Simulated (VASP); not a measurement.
Here is a VASP 6.6.1 calculation.

File INCAR:

```
PREC = Accurate
ENCUT = 520
EDIFF = 1E-6
ISMEAR = 0
SIGMA = 0.05
LREAL = F
LASPH = T
NELM = 100
ALGO = Normal
ISIF = 2
LWAVE = F
LCHARG = F
GGA = PE
NBANDS = 15
```

Contents of KPOINTS:

```
Automatic mesh
0
Gamma
  6 6 6
```

File POSCAR:

```
KBr
1.0
    0.0000000000      3.2925000000      3.2925000000
    3.2925000000      0.0000000000      3.2925000000
    3.2925000000      3.2925000000      0.0000000000
K Br
1 1
Direct
   -0.0170842825     -0.0170842825      0.0170842825
    0.5000000000      0.5000000000      0.5000000000
```

Potentials or basis: VASP PAW PBE potentials, release 64 (K_sv, Br).

Command:

```console
$ cat potpaw_PBE.64/K_sv/POTCAR potpaw_PBE.64/Br/POTCAR > POTCAR
$ mpirun -np 1 vasp_std > vasp.out
```

**Question.** Predict the largest force.

**Answer.** 0.150 eV/Å.

**Question.** Predict the band gap on the k mesh.

**Answer.** 4.46 eV, direct.

Stress tensor (GPa, compression positive):
```
0.85 0.00 0.00
0.00 0.85 0.00
0.00 0.00 1.13
```

Caveat: the cell differs from its parent crystal (all K atoms moved +0.113 Å, as atom 1 towards its neighbour atom 2 (Br) at 3.292 Å).
